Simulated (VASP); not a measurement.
Runs of VASP 6.6.1 on Mo. The structure is that of space group Im-3m (No. 229), or close to it. The cells are those of the table. 

```csv
task,cell,k mesh for the DOS,occupations for the DOS,gap on the mesh (eV),pressure (GPa)
single point,"a = 2.711 Å, angles 109.5°, 1 atom",-,-,none,(a)
single point,"a = 2.516 Å, angles 109.5°, 1 atom",-,-,none,99.3
single point,"a = 2.336 Å, angles 109.5°, 1 atom",-,-,none,306.7
single point,"a = 2.221 Å, angles 109.5°, 1 atom",-,-,none,544.7
```

Alike in all rows: level PBEsol; potentials or basis VASP PAW PBE potentials, release 64 (Mo_sv); no spin polarisation; k mesh 17 × 17 × 17; cutoff (eV) 520; smearing fermi-dirac 0.08 eV.

Task: Estimate the missing entries.

Result: (a) 0.6.

Caveats: the PAW data sets were made with another functional, which shifts forces and pressure a little.

A k mesh can miss the band edges, and the runs leave out spin-orbit coupling on Mo.

A gap of «none» marks levels without a gap at the run's occupations.
